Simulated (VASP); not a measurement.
Write the native input for VASP 6.6.1 that does the following.

* Task: relaxation of cell and atoms
* Functional: PBE
* Potentials or basis: VASP PAW PBE potentials, release 64 (Nb_sv, Si)
* Cutoff: 600 eV
* k mesh: 12 × 12 × 12
* Occupations: fermi-dirac, width 0.1 eV
* Spin: no spin polarisation
* Target pressure: 85 GPa
* Dipole correction: no
* Further INCAR settings: ALGO = Normal; EDIFF = 1e-06; IBRION = 2; EDIFFG = -0.005; NSW = 32; ISIF = 3

The structure of NbSi (zincblende type) lies in POSCAR:

```
NbSi
1.0
    0.0000000000      2.4718577094      2.4718577094
    2.4718577094      0.0000000000      2.4718577094
    2.4718577094      2.4718577094      0.0000000000
Nb Si
1 1
Direct
    0.0000000000      0.0000000000      0.0000000000
    0.2500000000      0.2500000000      0.2500000000
```

One way to write it, as run:

INCAR

```
ALGO = Normal ; EDIFF = 1E-6
EDIFFG = -0.005 ; ENCUT = 600
GGA = PE ; IBRION = 2
ISIF = 3 ; ISMEAR = -1
LASPH = True ; LCHARG = False
LREAL = False ; LWAVE = False
NELM = 60 ; NSW = 32
PREC = Accurate ; PSTRESS = 850.0
SIGMA = 0.1
```

KPOINTS

```
k-points
0
Gamma
  12 12 12
```

Potentials or basis: VASP PAW PBE potentials, release 64 (Nb_sv, Si).

Command:

```console
$ cat potpaw_PBE.64/Nb_sv/POTCAR potpaw_PBE.64/Si/POTCAR > POTCAR
$ mpirun -np 1 vasp_std > vasp.out
```

Results of the run:

- Relaxed volume: 15.11 Å³/atom
- Relaxed cell: a = 3.496 Å, b = 3.496 Å, c = 3.496 Å, α = 60.00°, β = 60.00°, γ = 60.00°
- Space group after relaxing (to 0.1 Å): F-43m (No. 216)
- Energy change on relaxing (the run minimises the enthalpy): -4.0 meV/atom
- Ionic steps: 3
- Pressure after relaxing: 85.0 GPa
- Band gap on the k mesh: zero (an odd number of electrons rules out a gap without spin polarisation)

Caveat: the cell is relaxed towards a set pressure, so the run minimises the enthalpy, not the energy.

Run time: 110 s on 1 thread of Intel Xeon 8259CL (shared host), peak memory 0.18 GiB.
